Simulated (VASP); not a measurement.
A run of VASP 6.6.1 is set up as follows.

INCAR

```
PREC = Accurate
ENCUT = 600
EDIFF = 1E-6
ISMEAR = 0
SIGMA = 0.05
LREAL = False
LASPH = True
NELM = 120
ALGO = Normal
ISIF = 2
LWAVE = False
LCHARG = False
GGA = PE
NBANDS = 15
GGA_COMPAT = False
```

KPOINTS

```
regular mesh
0
Gamma
  6 6 6
```

File POSCAR:

```
TiC
1.0
    2.7065449126      0.0000000000      0.0000000000
    0.0000000000      2.7065449126      0.0000000000
    0.0000000000      0.0000000000      2.7065449126
Ti C
1 1
Direct
    0.0000000000      0.0000000000      0.0000000000
    0.5000000000      0.5000000000      0.5000000000
```

Potentials or basis: VASP PAW PBE potentials, release 64 (Ti_sv, C).

Command:

```bash
$ cat potpaw_PBE.64/Ti_sv/POTCAR potpaw_PBE.64/C/POTCAR > POTCAR
$ mpirun -np 1 vasp_std > vasp.out
```

What does it give for the band gap on the k mesh?

Zero (band 8 reaches 11.57 eV, above the bottom of band 9 at 9.46 eV).

What does it give for the pressure?

0.0 GPa.

Caveat: the k points lie up to 0.39 Å⁻¹ apart.
